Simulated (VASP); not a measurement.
Input of a VASP 6.6.1 run:

The input INCAR:

```
SYSTEM = TmC
  PREC = Accurate
  ENCUT = 520
  EDIFF = 1E-7
  ISMEAR = 0
  SIGMA = 0.05
  LREAL = .FALSE.
  LASPH = .TRUE.
  NELM = 150
  ALGO = Normal
  ISIF = 2
  LWAVE = .FALSE.
  LCHARG = .FALSE.
  ISPIN = 2
  MAGMOM = 1.79 0
  LORBIT = 11
  LMAXMIX = 6
  GGA = PS
  NBANDS = 24
```

File KPOINTS:

```
Automatic mesh
0
G
  10 10 10
  0 0 0
```

The input POSCAR:

```
TmC
1.0
    0.0000000000      2.5892486204      2.5892486204
    2.5892486204      0.0000000000      2.5892486204
    2.5892486204      2.5892486204      0.0000000000
Tm C
1 1
Direct
    0.0000000000      0.0000000000      0.0000000000
    0.2500000000      0.2500000000      0.2500000000
```

Potentials or basis: VASP PAW PBE potentials, release 64 (Tm, C).

Run with:

```sh
$ cat potpaw_PBE.64/Tm/POTCAR potpaw_PBE.64/C/POTCAR > POTCAR
$ mpirun -np 1 vasp_std > vasp.out
```

Q: Predict the net moment.

A: 1.77 μB per cell.

Q: What does it give for the pressure?

A: 4.2 GPa.

Q: What does it give for the site moments?

A: Tm +1.62; C +0.06 μB.

Caveat: the magnetic or orbital state may not be the lowest; the PAW data sets were made with another functional, which shifts forces and pressure a little. The state reached can hang on the start; a lower one may exist.
